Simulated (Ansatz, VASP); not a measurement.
One calculation of NaH, two programs

```
CELL_PARAMETERS angstrom
0.00000 2.32283 2.32283
2.32283 0.00000 2.32283
2.32283 2.32283 0.00000
ATOMIC_POSITIONS crystal
Na 0.00000 0.00000 0.00000
H 0.50000 0.50000 0.50000
```

Alike in both runs: task single point; functional r2SCAN; k mesh 10 × 10 × 10; occupations fermi-dirac, width 0.2 eV; no spin polarisation.

```csv
,VASP,Ansatz
version,VASP 6.6.1,Ansatz 0.2.0
potentials or method,"VASP PAW PBE potentials, release 64 (Na_pv, H), cutoff 520 eV","scalar-relativistic, plane waves, PAW"
valence electrons in the cell,8,10
```

```csv
,VASP,Ansatz,Ansatz less VASP
gap on the k mesh at the Fermi level (eV),4.61,4.60,-0.010
least direct gap on the mesh (eV),5.47,5.48,+0.015
pressure (GPa),2.6,2.8,+0.17
```

VASP's potentials were made for PBE, not for r2SCAN. With one functional, cell and mesh, what is left measures potentials, basis and numerics. VASP's potentials hold 8 valence electrons a cell and Ansatz's 10, so a difference there can come from the potentials and not from the codes.
